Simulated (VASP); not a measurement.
Crystal: CaSe.

```
CELL_PARAMETERS angstrom
0.00000 3.30000 3.30000
3.30000 0.00000 3.30000
3.30000 3.30000 0.00000
ATOMIC_POSITIONS crystal
Ca 0.00000 0.00000 0.00000
Se 0.75000 0.75000 0.75000
```

Base run:

```yaml
Program: VASP 6.6.1
Functional: PBE
Potentials_or_basis: VASP PAW PBE potentials, release 64 (Ca_sv, Se)
Cutoff: 520 eV
k_mesh: 4 × 4 × 4
Occupations: gaussian, width 0.1 eV
Spin: no spin polarisation
```

Its results: band gap on the k mesh 3.14 eV, indirect (least direct gap 3.24 eV); pressure -0.1 GPa.

**Question.** The run is repeated on the same cell with these changes: cutoff from 520 eV to 500 eV; k mesh from 4 × 4 × 4 to 2 × 2 × 2. What comes out?

**Answer.** Band gap on the k mesh 3.15 eV, indirect (least direct gap 3.23 eV); pressure 0.4 GPa.

Caveats: some runs use coarse meshes.

A k mesh can miss the band edges.
